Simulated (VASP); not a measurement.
A run of VASP 6.6.1:

INCAR

```
SYSTEM = C
PREC = Accurate
ENCUT = 600
EDIFF = 1E-7
ISMEAR = -1
SIGMA = 0.05
LREAL = .False.
LASPH = .True.
NELM = 80
ALGO = Normal
ISIF = 3
LWAVE = .False.
LCHARG = .False.
GGA = B5
ALDAX = 1.0
AGGAX = 1.0
AGGAC = 1.0
ALDAC = 0.0
IVDW = 13
VDW_S6 = 1.0
VDW_S8 = 2.34076671
VDW_A1 = 0.44488865
VDW_A2 = 4.0933009
IBRION = 2
NSW = 60
EDIFFG = -0.01
```

The input KPOINTS:

```
Automatic mesh
0
Gamma
  13 13 8
  0 0 0
```

Contents of POSCAR:

```
C
1.0
    2.1273203072     -1.2282824400      0.0000000000
    2.1273203072      1.2282824400      0.0000000000
   -1.3790696309      0.0000000000      3.5028300786
C
2
Direct
    0.1666444700      0.1666444700      0.9999069600
    0.8333555300      0.8333555300      0.0000930400
```

Potentials or basis: VASP PAW PBE potentials, release 64 (C).

The run is started by

```bash
$ cat potpaw_PBE.64/C/POTCAR > POTCAR
$ mpirun -np 1 vasp_std > vasp.out
```

Hardware: 1 thread of Intel(R) Xeon(R) 6975P-C (Granite Rapids), with other jobs on the host.

Question: How long does it take, and how much memory?

Answer: Run time: 3.6 min on 1 thread of Intel(R) Xeon(R) 6975P-C (Granite Rapids), on a shared host, peak memory 0.16 GiB. Counts: scf iterations 92, k points 371, ion steps 12.
